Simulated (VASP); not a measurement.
Si2W, 3 atoms in the cell. The structure is monoclinic, space group C2/m (No. 12). Conventional cell: a = 4.497 Å, b = 4.588 Å, c = 4.481 Å, α = 90.00°, β = 118.48°, γ = 90.00°. Si (site symmetry m) has 9 Si at 2.57 to 3.21 Å and 5 W at 2.57 to 2.64 Å within 3.4 Å. Within 3.4 Å of W (site symmetry 2/m) lie 10 Si at 2.57 to 2.64 Å and 4 W at 3.21 Å.  This cell differs from its parent crystal: equal xy, yz and zx shear strains of -2 %.

| Property | Result |
| --- | --- |
| Program | VASP 6.6.1 |
| Task | electric field gradients |
| Functional | LDA |
| Potentials or basis | VASP PAW LDA potentials, release 64 (Si, W_sv) |
| Cutoff | 520 eV |
| k mesh | 11 × 11 × 14 |
| Occupations | fermi-dirac, width 0.05 eV |
| Spin | no spin polarisation |
| Dipole correction | no |
| Further INCAR settings | ALGO = Normal; EDIFF = 1e-08; NBANDS = 18 |

Potentials or basis: VASP PAW LDA potentials, release 64 (Si, W_sv).

Run with:

```bash
$ cat potpaw_LDA.64/Si/POTCAR potpaw_LDA.64/W_sv/POTCAR > POTCAR
$ mpirun -np 1 vasp_std > vasp.out
```

Hardware: 1 thread of Intel(R) Xeon(R) Platinum 8488C (Sapphire Rapids), with other jobs on the host.

Problem. How long does it take, and how much memory?

Solution. It took 5.1 min on 1 thread of Intel(R) Xeon(R) Platinum 8488C (Sapphire Rapids), with other jobs on the host, peak memory 0.42 GiB. Counts: scf iterations 14, k points 468.
